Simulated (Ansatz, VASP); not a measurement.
## One calculation of Mo3N4, two programs

```xyz
7
Lattice="4.0192 0.0000 0.0000 0.0000 4.0192 0.0000 0.0000 0.0000 4.0192" Properties=species:S:1:pos:R:3 pbc="T T T"
Mo    2.0096    2.0096    0.0000
Mo    0.0000    2.0096    2.0096
Mo    2.0096    0.0000    2.0096
N     2.0096    2.0096    2.0096
N     2.0096    0.0000    0.0000
N     0.0000    2.0096    0.0000
N     0.0000    0.0000    2.0096
```

Alike in both runs: task single point; functional PBEsol; k mesh 4 × 4 × 4; occupations gaussian, width 0.1 eV; collinear spin.

|  | VASP | Ansatz |
| --- | --- | --- |
| version | VASP 6.6.1 | Ansatz 0.2.0 |
| potentials or method | VASP PAW PBE potentials, release 64 (Mo_sv, N), cutoff 600 eV | scalar-relativistic, plane waves, PAW |
| valence electrons in the cell | 62 | 62 |

```tsv
	VASP	Ansatz	Ansatz less VASP
gap on the k mesh at the Fermi level (eV)	none	none	-
net moment per atom (μB)	0.00	0.00	0.000
```

VASP's potentials were made for PBE, not for PBEsol. A gap of «none» marks a metal or a gap that the smearing closes. Ansatz's warnings: seeded moment not kept.

The k mesh is coarse, so the values compare programs but aren't converged.
